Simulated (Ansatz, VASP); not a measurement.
MgTe5 in VASP and in Ansatz

```
Mg Te
1.0
     7.16285    0.00000    0.00000
    -3.58142    6.20321    0.00000
     0.00000    0.00000    4.13934
Mg Te
1 5
Cartesian
  0.0000 0.0000 0.0000
  2.2480 0.0000 2.0697
  2.4574 4.2563 2.0697
  -1.1240 1.9469 2.0697
  0.0000 4.1355 0.0000
  3.5814 2.0677 0.0000
```

Change from the starting cell: species swapped into the Mg5Pd type (P-62m, No. 189).

Alike in both runs: functional PBE; k mesh 6 × 6 × 10; occupations gaussian, width 0.1 eV; no spin polarisation.

Ansatz relaxed the structure, and its values are those at the end. VASP's run is a single point on that final structure, the one shown.

|  | VASP | Ansatz |
| --- | --- | --- |
| version | VASP 6.6.1 | Ansatz 0.2.0 |
| potentials or method | VASP PAW PBE potentials, release 64 (Mg, Te), cutoff 520 eV | scalar-relativistic, plane waves, PAW |
| valence electrons in the cell | 32 | 90 |

|  | VASP | Ansatz | Ansatz less VASP |
| --- | --- | --- | --- |
| gap on the k mesh at the Fermi level (eV) | none | none | - |
| pressure (GPa) | -0.1 | 0.0 | +0.06 |

A gap of «none» marks a metal or a gap that the smearing closes. VASP's potentials hold 32 valence electrons a cell and Ansatz's 90, so a difference there can come from the potentials and not from the codes.

Spin-orbit coupling is off throughout.
